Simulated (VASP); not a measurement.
# Pt in VASP: a series of runs

The runs below take Pt through single point, with PBEsol, LDA.

Program: VASP 6.6.1. These are calculated values, not measurements. Logs are shortened: lines on timing, memory, paths and dates and some standing lists are left out, and cuts for length are marked.

## 1. The cell of the first run

The cell holds a slab with vacuum, 7 atoms: a = 2.770 Å, b = 2.770 Å, c = 27.753 Å, α = 90.00°, β = 90.00°, γ = 90.00°.

## 2. Single point, PBEsol

Input file INCAR:

```
SYSTEM = Pt
ALGO = Normal
DIPOL = 0.5 0.5 0.500
EDIFF = 1E-6
ENCUT = 520
GGA = PS
IDIPOL = 3
ISIF = 2
ISMEAR = 1
LASPH = .True.
LCHARG = .False.
LDIPOL = .True.
LREAL = .False.
LWAVE = .False.
NBANDS = 44
NELM = 80
PREC = Accurate
SIGMA = 0.1
```

Input file KPOINTS:

```
k-points
0
Gamma
  10 10 1
  0 0 0
```

Input file POSCAR:

```
Pt
1.0
    2.7702307980      0.0000000000      0.0000000000
    0.0000000000      2.7702307980      0.0000000000
    0.0000000000      0.0000000000     27.7530938940
Pt
7
Direct
    0.0000000000      0.0000000000      0.2882561501
    0.5000000000      0.5000000000      0.3588374334
    0.0000000000      0.0000000000      0.4294187167
    0.5000000000      0.5000000000      0.5000000000
    0.0000000000      0.0000000000      0.5705812833
    0.5000000000      0.5000000000      0.6411625666
    0.0000000000      0.0000000000      0.7117438499
```

Potentials or basis: VASP PAW PBE potentials, release 64 (Pt).

On the command line:

```console
> cat potpaw_PBE.64/Pt/POTCAR > POTCAR
> mpirun -np 1 vasp_std > vasp.out
```

OUTCAR:

```text
SYSTEM = Pt
   EDIFF = 1E-6
   ENCUT = 520
   GGA = PS
   ISIF = 2
   ISMEAR = 1
   LASPH = .True.
   LREAL = .False.
   NELM = 80
   PREC = Accurate

 ion  position               nearest neighbor table
   1  0.000  0.000  0.288-   2 2.77   2 2.77   2 2.77   2 2.77
   2  0.500  0.500  0.359-   1 2.77   3 2.77   1 2.77   3 2.77   1 2.77   3 2.77   1 2.77   3 2.77

   3  0.000  0.000  0.429-   2 2.77   4 2.77   2 2.77   4 2.77   2 2.77   4 2.77   2 2.77   4 2.77

   4  0.500  0.500  0.500-   3 2.77   5 2.77   3 2.77   5 2.77   3 2.77   5 2.77   3 2.77   5 2.77

   5  0.000  0.000  0.571-   4 2.77   6 2.77   4 2.77   6 2.77   4 2.77   6 2.77   4 2.77   6 2.77

   6  0.500  0.500  0.641-   5 2.77   7 2.77   5 2.77   7 2.77   5 2.77   7 2.77   5 2.77   7 2.77

   7  0.000  0.000  0.712-   6 2.77   6 2.77   6 2.77   6 2.77

  LATTYP: Found a simple tetragonal cell.
 ALAT       =     2.7702307980
 C/A-ratio  =    10.0183327375

  Lattice vectors:

 A1 = (   2.7702307980,   0.0000000000,   0.0000000000)
 A2 = (   0.0000000000,   2.7702307980,   0.0000000000)
 A3 = (   0.0000000000,   0.0000000000,  27.7530938940)

Analysis of symmetry for initial positions (statically):
=====================================================================
 Subroutine PRICEL returns:
 Original cell was already a primitive cell.

 Routine SETGRP: Setting up the symmetry group for a
 simple tetragonal supercell.

 Subroutine GETGRP returns: Found 16 space group operations
 (whereof 16 operations were pure point group operations)
 out of a pool of 16 trial point group operations.

The static configuration has the point symmetry D_4h.

Analysis of symmetry for dynamics (positions and initial velocities):
=====================================================================
 Subroutine PRICEL returns:
 Original cell was already a primitive cell.

 Routine SETGRP: Setting up the symmetry group for a
 simple tetragonal supercell.

 Subroutine GETGRP returns: Found 16 space group operations
 (whereof 16 operations were pure point group operations)
 out of a pool of 16 trial point group operations.

The dynamic configuration has the point symmetry D_4h.

 Subroutine INISYM returns: Found 16 space group operations
 (whereof 16 operations are pure point group operations),
 and found     1 'primitive' translations

----------------------------------------------------------------------------------------

                                     Primitive cell

  volume of cell :     212.9822

  direct lattice vectors                    reciprocal lattice vectors
     2.770230798  0.000000000  0.000000000     0.360980753  0.000000000  0.000000000
     0.000000000  2.770230798  0.000000000     0.000000000  0.360980753  0.000000000
     0.000000000  0.000000000 27.753093894     0.000000000  0.000000000  0.036032019

  length of vectors
     2.770230798  2.770230798 27.753093894     0.360980753  0.360980753  0.036032019

  position of ions in fractional coordinates (direct lattice)
     0.000000000  0.000000000  0.288256150
     0.500000000  0.500000000  0.358837433
     0.000000000  0.000000000  0.429418717
     0.500000000  0.500000000  0.500000000
     0.000000000  0.000000000  0.570581283
     0.500000000  0.500000000  0.641162567
     0.000000000  0.000000000  0.711743850

  ion indices of the primitive-cell ions
   primitive index   ion index
                 1           1
                 2           2
                 3           3
                 4           4
                 5           5
                 6           6
                 7           7

----------------------------------------------------------------------------------------

 KPOINTS: k-points

Automatic generation of k-mesh.
 Grid dimensions read from file:
 generate k-points for:   10   10    1

 Generating k-lattice:

  Cartesian coordinates                     Fractional coordinates (reciprocal lattice)
     0.036098075  0.000000000  0.000000000     0.100000000  0.000000000  0.000000000
     0.000000000  0.036098075  0.000000000     0.000000000  0.100000000  0.000000000
     0.000000000  0.000000000  0.036032019     0.000000000  0.000000000  1.000000000

  Length of vectors
     0.036098075  0.036098075  0.036032019

  Shift w.r.t. Gamma in fractional coordinates (k-lattice)
     0.000000000  0.000000000  0.000000000

 Subroutine IBZKPT returns following result:
 ===========================================

 Found     21 irreducible k-points:

 Following reciprocal coordinates:
            Coordinates               Weight
  0.000000  0.000000  0.000000      1.000000
  0.100000  0.000000  0.000000      4.000000
  0.200000  0.000000  0.000000      4.000000
  0.300000  0.000000  0.000000      4.000000
  0.400000  0.000000  0.000000      4.000000
  0.500000  0.000000  0.000000      2.000000
[... 13 lines left out ...]
  0.500000  0.400000  0.000000      4.000000
  0.500000  0.500000  0.000000      1.000000
   k-points           NKPTS =     21   k-points in BZ     NKDIM =     21   number of bands    NBANDS=     44
   number of dos      NEDOS =    301   number of ions     NIONS =      7
   total plane-waves  NPLWV = 120960
   dimension x,y,z NGX =    24 NGY =   24 NGZ =  210
   dimension x,y,z NGXF=    48 NGYF=   48 NGZF=  420
   ions per type =               7
   NGX,Y,Z   is equivalent  to a cutoff of  14.40, 14.40, 12.58 a.u.
   NGXF,Y,Z  is equivalent  to a cutoff of  28.81, 28.81, 25.16 a.u.
 SYSTEM =  Pt
   PREC   = accura    normal or accurate (medium, high low for compatibility)
   ISTART =      0    job   : 0-new  1-cont  2-samecut
   ICHARG =      2    charge: 1-file 2-atom 10-const
   ISPIN  =      1    spin polarized calculation?
   LNONCOLLINEAR =      F non collinear calculations
   LSORBIT =      F    spin-orbit coupling
   LASPH  =      T    aspherical Exc in radial PAW
   ENCUT  =  520.0 eV  38.22 Ry    6.18 a.u.   5.15  5.15 51.60*2*pi/ulx,y,z
   NELM   =     80;   NELMIN=  2; NELMDL= -5     # of ELM steps
   EDIFF  = 0.1E-05   stopping-criterion for ELM
   LREAL  =      F    real-space projection
   EDIFFG = 0.1E-04   stopping-criterion for IOM
   NSW    =      0    number of steps for IOM
   IBRION =     -1    ionic relax: 0-MD 1-quasi-New 2-CG
   NFREE  =      0    steps in history (QN), initial steepest desc. (CG)
   ISIF   =      2    stress and relaxation
   ISYM   =      2    0-nonsym 1-usesym 2-fastsym
   POTIM  = 0.5000    time-step for ionic-motion
   TEBEG  =    0.0;   TEEND  =   0.0 temperature during run
   PSTRESS=    0.0 pullay stress
   NELECT =      70.0000    total number of electrons
   NUPDOWN=      -1.0000    fix difference up-down
   EMIN   =  10.00;   EMAX   =-10.00  energy-range for DOS
   EFERMI =   0.00;   METHOD = LEGACY
   ISMEAR =     1;   SIGMA  =   0.10  broadening in eV -4-tet -1-fermi 0-gaus
   EFERMI_NEDOS =   21; number of points for ismear=-14 and -15
   IALGO  =     38    algorithm
   IMIX   =      4    mixing-type and parameters
     AMIX     =   0.40;   BMIX     =  1.00
     AMIX_MAG =   1.60;   BMIX_MAG =  1.00
  volume/ion in A,a.u.               =      30.43       205.32
  Fermi-wavevector in a.u.,A,eV,Ry     =   1.129778  2.134971 17.366450  1.276398
  Thomas-Fermi vector in A             =   2.266472
   LORBIT       =      0    0 simple, 1 ext, 2 COOP (PROOUT), +10 PAW based schemes
   GGA     = PS    functional components
   LHFCALC =     F    Hartree Fock is set to
   AEXX    =    0.0000 exact exchange contribution
   IVDW    =     0    specifies the selected vdW correction
   LEPSILON=     F    determine dielectric tensor
   LRPA    =     F    only Hartree local field effects (RPA)
 non-spin polarized calculation
 Methfessel and Paxton  Order N= 1 SIGMA  =   0.10
  energy-cutoff  :      520.00
  volume of cell :      212.98
 maximum number of plane-waves:      5774
 NGX is ok and might be reduce to    24
   NGX = 11   NGY = 11   NGZ =103

 number of electron      69.9999996 magnetization

 dipolmoment           0.000000      0.000000      0.000000 electrons x Angstroem

 Free energy of the ion-electron system (eV)
  ---------------------------------------------------
  ext. energy  EPLUGINS =         0.00000000
  ---------------------------------------------------
  free energy    TOTEN  =       -46.54270660 eV

  energy without entropy =      -46.53750902  energy(sigma->0) =      -46.54097407

 E-fermi :   2.5216     XC(G=0):  -7.4704

 val. band max:        2.5180330478   @ k =   0.5000   0.3000   0.0000
 cond. band min:       2.5287162583   @ k =   0.5000   0.4000   0.0000
 fundamental gap:      0.0106832105
 Fermi energy:         2.5216466695

 k-point     1 :       0.0000    0.0000    0.0000
  band No.  band energies     occupation
      1      -7.5410      2.00000
      2      -6.7763      2.00000
      3      -5.6974      2.00000
      4      -4.6788      2.00000
      5      -4.5234      2.00000
      6      -4.0360      2.00000
[... 36 lines left out ...]
     43       4.3638     -0.00000
     44       8.0639      0.00000

 k-point     2 :       0.1000    0.0000    0.0000
  band No.  band energies     occupation
      1      -7.2803      2.00000
      2      -6.5371      2.00000
      3      -5.4891      2.00000
      4      -4.4896      2.00000
      5      -4.3371      2.00000
      6      -3.8595      2.00000
[... 36 lines left out ...]
     43       5.5631      0.00000
     44       8.2612      0.00000

 k-point     3 :       0.2000    0.0000    0.0000
  band No.  band energies     occupation
      1      -6.5522      2.00000
      2      -5.9087      2.00000
      3      -5.0267      2.00000
      4      -4.1999      2.00000
      5      -3.9730      2.00000
      6      -3.4390      2.00000
[... 835 lines left out ...]
     43       9.5236      0.00000
     44       9.6190      0.00000

 k-point    21 :       0.5000    0.5000    0.0000
  band No.  band energies     occupation
      1      -4.4200      2.00000
      2      -4.4174      2.00000
      3      -3.9777      2.00000
      4      -3.9777      2.00000
      5      -3.9153      2.00000
      6      -3.8316      2.00000
[... 36 lines left out ...]
     43       9.8150      0.00000
     44      10.3874      0.00000

------------------------ aborting loop because EDIFF is reached ----------------------------------------

 vacuum level on the upper side and lower side of the slab       (xc-potential included)         0.004         0.004

  FORCE on cell =-STRESS in cart. coord.  units (eV):
  Direction    XX          YY          ZZ          XY          YZ          ZX
  --------------------------------------------------------------------------------------
  -------------------------------------------------------------------------------------
  Total       -5.0583102     -5.0583102     -1.9952985      0.0000000     -0.0000000      0.0000000
  in kB      -38.0515827    -38.0515827    -15.0098086      0.0000000     -0.0000000      0.0000000
  external PRESSURE =     -30.3709914 kB  Pullay stress =       0.0000000 kB

 VOLUME and BASIS-vectors are now :
 -----------------------------------------------------------------------------
  energy-cutoff  :      520.00
  volume of cell :      212.98
      direct lattice vectors                 reciprocal lattice vectors
     2.770230798  0.000000000  0.000000000     0.360980753  0.000000000  0.000000000
     0.000000000  2.770230798  0.000000000     0.000000000  0.360980753  0.000000000
     0.000000000  0.000000000 27.753093894     0.000000000  0.000000000  0.036032019

 POSITION                                       TOTAL-FORCE (eV/Angst)
 -----------------------------------------------------------------------------------
      0.00000      0.00000      8.00000         0.000000      0.000000      0.379534
      1.38512      1.38512      9.95885         0.000000     -0.000000     -0.307592
      0.00000      0.00000     11.91770         0.000000     -0.000000     -0.026308
      1.38512      1.38512     13.87655         0.000000      0.000000      0.000000
      0.00000      0.00000     15.83540         0.000000     -0.000000      0.026308
      1.38512      1.38512     17.79424        -0.000000      0.000000      0.307592
      0.00000      0.00000     19.75309         0.000000      0.000000     -0.379534
 -----------------------------------------------------------------------------------
    total drift:                                0.000000      0.000000     -0.000000

  FREE ENERGIE OF THE ION-ELECTRON SYSTEM (eV)
  ---------------------------------------------------
  free  energy   TOTEN  =       -46.5427065960 eV

  energy  without entropy=      -46.5375090178  energy(sigma->0) =      -46.54097407

 vacuum level on the upper side and lower side of the slab         8.336         8.336
```

Run time: 2 min. Hardware: 1 thread of Intel Xeon 6975P-C (Granite Rapids), shared host; peak memory 0.4 GiB.

Results:

```yaml
Free_energy: -46.5427 eV
Largest_force: 0.380 eV/Å
Band_gap_on_the_k_mesh: zero (bands 35 and 36 overlap by 1.54 eV)
```

Forces in eV/Å, atoms in the order of the input:
```
Pt   0.000  0.000  0.380
Pt   0.000  0.000 -0.308
Pt   0.000  0.000 -0.026
Pt   0.000  0.000  0.000
Pt   0.000  0.000  0.026
Pt   0.000  0.000  0.308
Pt   0.000  0.000 -0.380
```

Levels at points of the mesh, in eV from the Fermi level:
| k point | band 33 | band 34 | band 35 | band 36 | band 37 | band 38 |
| --- | --- | --- | --- | --- | --- | --- |
| (0.00, 0.00, 0.00) | -0.68 | -0.59 | -0.23 | -0.03 | -0.03 | 0.09 |
| (0.50, 0.00, 0.00) | -0.11 | -0.06 | 0.06 | 0.13 | 0.91 | 1.29 |
| (0.50, 0.50, 0.00) | 0.52 | 1.09 | 1.09 | 2.57 | 2.57 | 4.27 |

Caveat: the PAW data sets were made with another functional, which shifts forces and pressure a little; spin-orbit coupling is left out, which moves the levels of the heavy elements.

## 3. Single point, LDA

This run uses another cell than the first one: it holds 9 atoms, not 7.

Input file INCAR:

```
PREC = Accurate ; ENCUT = 520
EDIFF = 1E-6 ; ISMEAR = 1
SIGMA = 0.1 ; LREAL = F
LASPH = T ; NELM = 100
ALGO = Normal ; ISIF = 2
LWAVE = F ; LCHARG = T
LDIPOL = T ; IDIPOL = 3
DIPOL = 0.5 0.5 0.500 ; LELF = T
LVHAR = T ; LVACPOTAV = T
NBANDS = 55
```

Input file KPOINTS:

```
Automatic mesh
0
Gamma
  12 12 1
```

Input file POSCAR:

```
Pt
1.0
    2.7529940010      0.0000000000      0.0000000000
    0.0000000000      2.7529940010      0.0000000000
    0.0000000000      0.0000000000     31.5732858150
Pt
9
Direct
    0.0000000000      0.0000000000      0.2552781263
    0.5000000000      0.5000000000      0.3151695059
    0.0000000000      0.0000000000      0.3763854433
    0.5000000000      0.5000000000      0.4380700253
    0.0000000000      0.0000000000      0.5000000001
    0.5000000000      0.5000000000      0.5619299742
    0.0000000000      0.0000000000      0.6236145560
    0.5000000000      0.5000000000      0.6848304940
    0.0000000000      0.0000000000      0.7447218749
```

Potentials or basis: VASP PAW LDA potentials, release 64 (Pt).

On the command line:

```console
> cat potpaw_LDA.64/Pt/POTCAR > POTCAR
> mpirun -np 1 vasp_std > vasp.out
```

Run time: 21 min. Hardware: 1 thread of Oxide Virtual Turin-like, shared host; peak memory 0.37 GiB.

The run converged. Its results:

| Property | Result |
| --- | --- |
| Free energy | -65.2695 eV |
| Largest force | 0.044 eV/Å |
| Band gap on the k mesh | zero (bands 45 and 46 overlap by 1.57 eV) |

Forces in eV/Å, atoms in the order of the input:
```
Pt   0.000  0.000 -0.044
Pt   0.000  0.000  0.005
Pt   0.000  0.000  0.006
Pt   0.000  0.000 -0.003
Pt   0.000  0.000  0.000
Pt   0.000  0.000  0.003
Pt   0.000  0.000 -0.006
Pt   0.000  0.000 -0.005
Pt   0.000  0.000  0.044
```

Levels at points of the mesh, in eV from the Fermi level:
| k point | band 43 | band 44 | band 45 | band 46 | band 47 | band 48 |
| --- | --- | --- | --- | --- | --- | --- |
| (0.00, 0.00, 0.00) | -0.45 | -0.45 | -0.41 | -0.13 | -0.05 | 0.09 |
| (0.50, 0.00, 0.00) | -0.06 | -0.04 | -0.03 | 0.07 | 0.68 | 1.05 |
| (0.50, 0.50, 0.00) | 0.53 | 1.04 | 1.04 | 2.36 | 2.36 | 3.66 |

Caveat: spin-orbit coupling is left out, which moves the levels of the heavy elements.

## 4. Single point, PBEsol

This run uses another cell than the first one: it holds 9 atoms, not 7.

Input file INCAR:

```
  PREC = Accurate
  ENCUT = 520
  EDIFF = 1E-6
  ISMEAR = 1
  SIGMA = 0.1
  LREAL = F
  LASPH = T
  NELM = 100
  ALGO = Normal
  ISIF = 2
  LWAVE = F
  LCHARG = F
  LDIPOL = T
  IDIPOL = 3
  DIPOL = 0.5 0.5 0.500
  GGA = PS
  NBANDS = 55
```

Input file KPOINTS:

```
regular mesh
0
Gamma
  12 12 1
```

Input file POSCAR:

```
Pt
1.0
    2.7702307980      0.0000000000      0.0000000000
    0.0000000000      2.7702307980      0.0000000000
    0.0000000000      0.0000000000     31.6707918590
Pt
9
Direct
    0.0000000000      0.0000000000      0.2544839906
    0.5000000000      0.5000000000      0.3146105284
    0.0000000000      0.0000000000      0.3760030817
    0.5000000000      0.5000000000      0.4378721669
    0.0000000000      0.0000000000      0.5000000008
    0.5000000000      0.5000000000      0.5621278338
    0.0000000000      0.0000000000      0.6239969183
    0.5000000000      0.5000000000      0.6853894710
    0.0000000000      0.0000000000      0.7455160085
```

Potentials or basis: VASP PAW PBE potentials, release 64 (Pt).

On the command line:

```console
> cat potpaw_PBE.64/Pt/POTCAR > POTCAR
> mpirun -np 1 vasp_std > vasp.out
```

It took 29 min on 1 thread of Oxide Virtual Turin-like, shared host; peak memory 0.5 GiB.

It converged, with:

```
Free energy            : -60.5266 eV
Largest force          : 0.015 eV/Å
Band gap on the k mesh : zero (bands 45 and 46 overlap by 1.53 eV)
```

Forces in eV/Å, atoms in the order of the input:
```
Pt   0.000  0.000  0.015
Pt   0.000  0.000  0.004
Pt   0.000  0.000  0.003
Pt   0.000  0.000 -0.004
Pt   0.000  0.000  0.000
Pt   0.000  0.000  0.004
Pt   0.000  0.000 -0.003
Pt   0.000  0.000 -0.004
Pt   0.000  0.000 -0.015
```

Levels at points of the mesh, in eV from the Fermi level:
```csv
k point,band 41,band 42,band 43,band 44,band 45,band 46,band 47,band 48,band 49,band 50
"(0.00, 0.00, 0.00)",-1.01,-0.72,-0.43,-0.43,-0.40,-0.13,-0.03,0.08,0.10,0.12
"(0.50, 0.00, 0.00)",-0.27,-0.10,-0.06,-0.04,-0.03,0.07,0.66,1.02,1.42,1.56
"(0.50, 0.50, 0.00)",0.50,0.51,0.52,1.01,1.01,2.32,2.32,3.60,3.60,5.08
```

Caveat: the PAW data sets were made with another functional, which shifts forces and pressure a little; spin-orbit coupling is left out, which moves the levels of the heavy elements.

## 5. Summary

```tsv
level	potentials or basis	cell	k mesh	gap on the mesh (eV)	largest force (eV/Å)
PBEsol	VASP PAW PBE potentials, release 64 (Pt)	a = 2.770, b = 2.770, c = 27.753 Å, 7 atoms, atomic positions A	10 × 10 × 1	none	0.38
LDA	VASP PAW LDA potentials, release 64 (Pt)	a = 2.753, b = 2.753, c = 31.573 Å, 9 atoms, atomic positions B	12 × 12 × 1	none	0.04
PBEsol	VASP PAW PBE potentials, release 64 (Pt)	a = 2.770, b = 2.770, c = 31.671 Å, 9 atoms, atomic positions C	12 × 12 × 1	none	0.02
```

Alike in all rows: task single point; no spin polarisation; cutoff (eV) 520; smearing methfessel-paxton 0.1 eV.

Caveats: spin-orbit coupling is left out, which moves the levels of the heavy elements; the PAW data sets were made with another functional, which shifts forces and pressure a little (at least some runs).

Absolute energies hang on the potentials; compare differences alone.
